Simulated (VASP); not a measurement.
# Al15Pt8 (a cell with a defect) in VASP: single point with PBE

Aim: the single point of Al15Pt8 (a cell with a defect) with PBE.

All numbers are computed with VASP 6.6.1; they aren't measurements. Logs are shortened: lines on timing, memory, paths and dates and some standing lists are left out, and cuts for length are marked.

## Step 1: The cell of the first run

The cell holds a defect, 23 atoms: a = 8.347 Å, b = 8.347 Å, c = 8.347 Å, α = 60.00°, β = 60.00°, γ = 60.00°.

## Step 2: Single point, PBE

INCAR reads:

```
  PREC = Accurate
  ENCUT = 520
  EDIFF = 1E-6
  ISMEAR = 0
  SIGMA = 0.1
  LREAL = Auto
  LASPH = True
  NELM = 60
  ALGO = Normal
  ISIF = 2
  LWAVE = False
  LCHARG = False
  GGA = PE
  NBANDS = 80
```

KPOINTS reads:

```
Automatic mesh
0
Gamma
  2 2 2
```

POSCAR reads:

```
Al15Pt8
1.0
    0.0000000000      5.9024240000      5.9024240000
    5.9024240000      0.0000000000      5.9024240000
    5.9024240000      5.9024240000      0.0000000000
Pt Al
8 15
Direct
    0.0006110202      0.0047615183     -0.0047889647
    0.0205106411     -0.0126513277      0.4883933279
   -0.0071054706      0.5067022464      0.0077465631
    0.0006110202      0.4941662104      0.5058063433
    0.4998805575      0.0301408371     -0.0287053251
    0.5049441551     -0.0126482781      0.4883960386
    0.4938559988      0.5067049571      0.0077496127
    0.4998810658      0.4702483251      0.5311871868
    0.1223848880      0.1286431642      0.1209588637
    0.3739063815      0.3687183435      0.3807857585
    0.1306629276      0.1194129734      0.6204581372
    0.3571496219      0.3929303452      0.8939763562
    0.1166279312      0.6334493252      0.1344943196
    0.4302371365      0.8197979339      0.3208456390
    0.1223853962      0.6199138693      0.6296874809
    0.3739065509      0.8797409336      0.8697626602
    0.6292066615      0.1286416394      0.1209619133
    0.8777878377      0.3687169881      0.3807837255
    0.6471023600      0.1029754047      0.6040214156
    0.8715384561      0.3785381226      0.8795829476
    0.8825353787      0.8675401835      0.3685855167
    0.6292065768      0.6199171730      0.6296863797
    0.8777875835      0.8797394935      0.8697615590
```

Potentials or basis: VASP PAW PBE potentials, release 64 (Pt, Al).

Command:

```console
$ cat potpaw_PBE.64/Pt/POTCAR potpaw_PBE.64/Al/POTCAR > POTCAR
$ mpirun -np 1 vasp_std > vasp.out
```

OUTCAR:

```text
PREC = Accurate
   ENCUT = 520
   EDIFF = 1E-6
   ISMEAR = 0
   LREAL = Auto
   LASPH = True
   NELM = 60
   ISIF = 2
   GGA = PE

 ion  position               nearest neighbor table
   1  0.001  0.005  0.995-   9 2.53  17 2.53  13 2.53  23 2.54  16 2.54  21 2.55  20 2.55  11 2.56

   2  0.021  0.987  0.488-   9 2.51  15 2.51  19 2.55  11 2.55  21 2.57  23 2.60  18 2.60  14 2.83

   3  0.993  0.507  0.008-  12 2.49  18 2.54  23 2.54  13 2.57  20 2.57   9 2.58  15 2.58
   4  0.001  0.494  0.506-  15 2.53  22 2.53  13 2.53  18 2.54  10 2.54  21 2.55  20 2.55  11 2.56
[... 22 lines left out ...]
  17  0.629  0.129  0.121-   6 2.51   1 2.53   7 2.58   5 2.58  20 2.91  23 2.95  10 2.95  12 2.95
                            21 2.96  14 3.07
  18  0.878  0.369  0.381-   4 2.54   3 2.54   8 2.58   2 2.60  11 2.91  19 2.94  22 2.95   9 2.95
                            13 2.97
  19  0.647  0.103  0.604-   8 2.53   5 2.53   6 2.55   2 2.55  21 2.78  23 2.94  18 2.94  16 2.94
                            10 2.94
  20  0.872  0.379  0.880-   4 2.55   1 2.55   7 2.57   3 2.57   9 2.91  15 2.91  17 2.91  22 2.91
                            11 3.06
  21  0.883  0.868  0.369-   4 2.55   1 2.55   6 2.57   2 2.57  13 2.76  19 2.78  22 2.96  15 2.96
                            17 2.96   9 2.96
  22  0.629  0.620  0.630-   6 2.51   4 2.53   7 2.58   8 2.58  20 2.91  18 2.95  16 2.95  12 2.95
                            21 2.96  14 3.07
  23  0.878  0.880  0.870-   1 2.54   3 2.54   5 2.58   2 2.60  11 2.91  19 2.94  17 2.95  15 2.95
                            13 2.97

  LATTYP: Found a face centered cubic cell.
 ALAT       =    11.8048480000

  Lattice vectors:

 A1 = (   0.0000000000,   5.9024240000,   5.9024240000)
 A2 = (   5.9024240000,   0.0000000000,   5.9024240000)
 A3 = (   5.9024240000,   5.9024240000,   0.0000000000)

Analysis of symmetry for initial positions (statically):
=====================================================================
 Subroutine PRICEL returns:
 Original cell was already a primitive cell.

 Routine SETGRP: Setting up the symmetry group for a
 face centered cubic supercell.

 Subroutine GETGRP returns: Found  2 space group operations
 (whereof  1 operations were pure point group operations)
 out of a pool of 48 trial point group operations.

The static configuration has the point symmetry C_1 .
 The point group associated with its full space group is C_1h.

Analysis of symmetry for dynamics (positions and initial velocities):
=====================================================================
 Subroutine PRICEL returns:
 Original cell was already a primitive cell.

 Routine SETGRP: Setting up the symmetry group for a
 face centered cubic supercell.

 Subroutine GETGRP returns: Found  2 space group operations
 (whereof  1 operations were pure point group operations)
 out of a pool of 48 trial point group operations.

The dynamic configuration has the point symmetry C_1 .
 The point group associated with its full space group is C_1h.

 Subroutine INISYM returns: Found  2 space group operations
 (whereof  1 operations are pure point group operations),
 and found     1 'primitive' translations

----------------------------------------------------------------------------------------

                                     Primitive cell

  volume of cell :     411.2645

  direct lattice vectors                    reciprocal lattice vectors
     0.000000000  5.902424000  5.902424000    -0.084710959  0.084710959  0.084710959
     5.902424000  0.000000000  5.902424000     0.084710959 -0.084710959  0.084710959
     5.902424000  5.902424000  0.000000000     0.084710959  0.084710959 -0.084710959

  length of vectors
     8.347288072  8.347288072  8.347288072     0.146723686  0.146723686  0.146723686

  position of ions in fractional coordinates (direct lattice)
     0.000611020  0.004761518  0.995211035
     0.020510641  0.987348672  0.488393328
     0.992894529  0.506702246  0.007746563
     0.000611020  0.494166210  0.505806343
     0.499880557  0.030140837  0.971294675
     0.504944155  0.987351722  0.488396039
[... 15 lines left out ...]
     0.629206577  0.619917173  0.629686380
     0.877787584  0.879739493  0.869761559

  ion indices of the primitive-cell ions
   primitive index   ion index
                 1           1
                 2           2
                 3           3
                 4           4
                 5           5
                 6           6
[... 15 lines left out ...]
                22          22
                23          23

----------------------------------------------------------------------------------------

 KPOINTS: Automatic mesh

Automatic generation of k-mesh.
 Grid dimensions read from file:
 generate k-points for:    2    2    2

 Generating k-lattice:

  Cartesian coordinates                     Fractional coordinates (reciprocal lattice)
    -0.042355480  0.042355480  0.042355480     0.500000000  0.000000000  0.000000000
     0.042355480 -0.042355480  0.042355480     0.000000000  0.500000000  0.000000000
     0.042355480  0.042355480 -0.042355480     0.000000000  0.000000000  0.500000000

  Length of vectors
     0.073361843  0.073361843  0.073361843

  Shift w.r.t. Gamma in fractional coordinates (k-lattice)
     0.000000000  0.000000000  0.000000000

 Subroutine IBZKPT returns following result:
 ===========================================

 Found      6 irreducible k-points:

 Following reciprocal coordinates:
            Coordinates               Weight
  0.000000  0.000000  0.000000      1.000000
  0.500000  0.000000  0.000000      1.000000
  0.000000  0.500000  0.000000      2.000000
  0.500000  0.500000  0.500000      1.000000
  0.500000  0.500000  0.000000      2.000000
  0.000000  0.500000  0.500000      1.000000
   k-points           NKPTS =      6   k-points in BZ     NKDIM =      6   number of bands    NBANDS=     80
   number of dos      NEDOS =    301   number of ions     NIONS =     23
   total plane-waves  NPLWV = 262144
   dimension x,y,z NGX =    64 NGY =   64 NGZ =   64
   dimension x,y,z NGXF=   128 NGYF=  128 NGZF=  128
   ions per type =               8  15
   NGX,Y,Z   is equivalent  to a cutoff of  12.75, 12.75, 12.75 a.u.
   NGXF,Y,Z  is equivalent  to a cutoff of  25.49, 25.49, 25.49 a.u.
 SYSTEM =  unknown system
   PREC   = accura    normal or accurate (medium, high low for compatibility)
   ISTART =      0    job   : 0-new  1-cont  2-samecut
   ICHARG =      2    charge: 1-file 2-atom 10-const
   ISPIN  =      1    spin polarized calculation?
   LNONCOLLINEAR =      F non collinear calculations
   LSORBIT =      F    spin-orbit coupling
   LASPH  =      T    aspherical Exc in radial PAW
   ENCUT  =  520.0 eV  38.22 Ry    6.18 a.u.  15.52 15.52 15.52*2*pi/ulx,y,z
   NELM   =     60;   NELMIN=  2; NELMDL= -5     # of ELM steps
   EDIFF  = 0.1E-05   stopping-criterion for ELM
   LREAL  =      T    real-space projection
   EDIFFG = 0.1E-04   stopping-criterion for IOM
   NSW    =      0    number of steps for IOM
   IBRION =     -1    ionic relax: 0-MD 1-quasi-New 2-CG
   NFREE  =      0    steps in history (QN), initial steepest desc. (CG)
   ISIF   =      2    stress and relaxation
   ISYM   =      2    0-nonsym 1-usesym 2-fastsym
   POTIM  = 0.5000    time-step for ionic-motion
   TEBEG  =    0.0;   TEEND  =   0.0 temperature during run
   PSTRESS=    0.0 pullay stress
   NELECT =     125.0000    total number of electrons
   NUPDOWN=      -1.0000    fix difference up-down
   EMIN   =  10.00;   EMAX   =-10.00  energy-range for DOS
   EFERMI =   0.00;   METHOD = LEGACY
   ISMEAR =     0;   SIGMA  =   0.10  broadening in eV -4-tet -1-fermi 0-gaus
   EFERMI_NEDOS =   21; number of points for ismear=-14 and -15
   IALGO  =     38    algorithm
   IMIX   =      4    mixing-type and parameters
     AMIX     =   0.40;   BMIX     =  1.00
     AMIX_MAG =   1.60;   BMIX_MAG =  1.00
  volume/ion in A,a.u.               =      17.88       120.67
  Fermi-wavevector in a.u.,A,eV,Ry     =   1.100705  2.080032 16.484171  1.211552
  Thomas-Fermi vector in A             =   2.237121
   LORBIT       =      0    0 simple, 1 ext, 2 COOP (PROOUT), +10 PAW based schemes
   GGA     = PE    functional components
   LHFCALC =     F    Hartree Fock is set to
   AEXX    =    0.0000 exact exchange contribution
   IVDW    =     0    specifies the selected vdW correction
   LEPSILON=     F    determine dielectric tensor
   LRPA    =     F    only Hartree local field effects (RPA)
 non-spin polarized calculation
 Gauss-broadening in eV      SIGMA  =   0.10
  energy-cutoff  :      520.00
  volume of cell :      411.26
 maximum number of plane-waves:     11054
 NGX is ok and might be reduce to    64
   NGX = 31   NGY = 31   NGZ = 31

 number of electron     125.0000002 magnetization

 Free energy of the ion-electron system (eV)
  ---------------------------------------------------
  ext. energy  EPLUGINS =         0.00000000
  ---------------------------------------------------
  free energy    TOTEN  =      -123.44982159 eV

  energy without entropy =     -123.37700385  energy(sigma->0) =     -123.41341272

 E-fermi :   7.3623     XC(G=0): -10.5348

 val. band max:        7.3586620897   @ k =   0.0000   0.5000   0.0000
 cond. band min:       7.4096490785   @ k =   0.0000   0.5000   0.0000
 fundamental gap:      0.0509869888
 Fermi energy:         7.3623426459

 k-point     1 :       0.0000    0.0000    0.0000
  band No.  band energies     occupation
      1      -2.5879      2.00000
      2      -0.3305      2.00000
      3      -0.3079      2.00000
      4      -0.2953      2.00000
      5      -0.1783      2.00000
      6       1.2483      2.00000
[... 451 lines left out ...]
     73      10.5859      0.00000
     74      10.8605      0.00000
 [bands above 74 left out]

------------------------ aborting loop because EDIFF is reached ----------------------------------------

  FORCE on cell =-STRESS in cart. coord.  units (eV):
  Direction    XX          YY          ZZ          XY          YZ          ZX
  --------------------------------------------------------------------------------------
  -------------------------------------------------------------------------------------
  Total        5.8617669      4.1323376      4.1323376     -0.0070566     -2.5858878     -0.0070566
  in kB       22.8358888     16.0984909     16.0984909     -0.0274905    -10.0739327     -0.0274906
  external PRESSURE =      18.3442902 kB  Pullay stress =       0.0000000 kB

 VOLUME and BASIS-vectors are now :
 -----------------------------------------------------------------------------
  energy-cutoff  :      520.00
  volume of cell :      411.26
      direct lattice vectors                 reciprocal lattice vectors
     0.000000000  5.902424000  5.902424000    -0.084710959  0.084710959  0.084710959
     5.902424000  0.000000000  5.902424000     0.084710959 -0.084710959  0.084710959
     5.902424000  5.902424000  0.000000000     0.084710959  0.084710959 -0.084710959

 POSITION                                       TOTAL-FORCE (eV/Angst)
 -----------------------------------------------------------------------------------
      5.90226      5.87776      0.03171        -0.030878      0.006506     -0.005042
      8.71045      3.00377      5.94881        -0.053489      0.015438      0.015438
      3.03649      5.90621      8.85126        -0.082452      0.023709      0.023709
      5.90226      2.98909      2.92039        -0.030878     -0.005042      0.006506
      5.91090      8.68350      3.12841        -0.024888      0.028281     -0.026920
      8.71049      5.86311      8.80816        -0.052671     -0.016771     -0.016771
[... 15 lines left out ...]
      7.37569      7.43052      7.37286        -0.032189     -0.005109      0.012232
     10.32630     10.31478     10.37367        -0.045795     -0.008628     -0.008633
 -----------------------------------------------------------------------------------
    total drift:                               -0.008880      0.006863      0.008626

  FREE ENERGIE OF THE ION-ELECTRON SYSTEM (eV)
  ---------------------------------------------------
  free  energy   TOTEN  =      -123.4498215894 eV

  energy  without entropy=     -123.3770038514  energy(sigma->0) =     -123.41341272
```

It took 4.4 min on 1 thread of Intel Xeon Platinum 8488C (Sapphire Rapids), shared host; peak memory 0.6 GiB.

Results:

```yaml
Free_energy: -123.4498 eV
Pressure: 1.8 GPa
Largest_force: 0.944 eV/Å
Band_gap_on_the_k_mesh: zero (an odd number of electrons rules out a gap without spin polarisation)
```

Forces in eV/Å, atoms in the order of the input:
```
Pt  -0.031  0.007 -0.005
Pt  -0.053  0.015  0.015
Pt  -0.082  0.024  0.024
Pt  -0.031 -0.005  0.007
Pt  -0.025  0.028 -0.027
Pt  -0.053 -0.017 -0.017
Pt  -0.083 -0.021 -0.021
Pt  -0.025 -0.027  0.028
Al  -0.032  0.005 -0.014
Al  -0.046  0.009  0.010
Al  -0.060  0.000  0.000
Al  -0.083  0.000  0.000
Al  -0.058 -0.001 -0.001
Al   0.944 -0.003 -0.003
Al  -0.032 -0.014  0.005
Al  -0.046  0.010  0.009
Al  -0.032  0.012 -0.005
Al  -0.046 -0.009 -0.009
Al  -0.045  0.000  0.000
Al  -0.023 -0.001 -0.001
Al   0.019  0.000  0.000
Al  -0.032 -0.005  0.012
Al  -0.046 -0.009 -0.009
```

Stress tensor (GPa, compression positive):
```
 2.28  0.00  0.00
 0.00  1.61 -1.01
 0.00 -1.01  1.61
```

Levels at points of the mesh, in eV from the Fermi level:
| k point | band 59 | band 60 | band 61 | band 62 | band 63 | band 64 | band 65 | band 66 |
| --- | --- | --- | --- | --- | --- | --- | --- | --- |
| (0.00, 0.00, 0.00) | -1.00 | -0.87 | -0.86 | 1.24 | 1.25 | 1.28 | 1.41 | 1.45 |
| (0.50, 0.00, 0.00) | -0.59 | -0.42 | -0.32 | -0.13 | -0.06 | -0.05 | 0.08 | 0.34 |
| (0.00, 0.50, 0.00) | -0.60 | -0.54 | -0.34 | -0.09 | 0.00 | 0.05 | 0.06 | 0.24 |
| (0.50, 0.50, 0.50) | -0.59 | -0.42 | -0.32 | -0.13 | -0.06 | -0.05 | 0.08 | 0.34 |
| (0.50, 0.50, 0.00) | -0.73 | -0.69 | -0.57 | -0.47 | 0.46 | 0.52 | 0.78 | 0.79 |
| (0.00, 0.50, 0.50) | -0.94 | -0.62 | -0.57 | -0.53 | 0.43 | 0.68 | 0.73 | 0.81 |

Caveat: the k points lie up to 0.46 Å⁻¹ apart, too coarse for converged energies and pressures of a metal; spin-orbit coupling is left out, which moves the levels of the heavy elements.
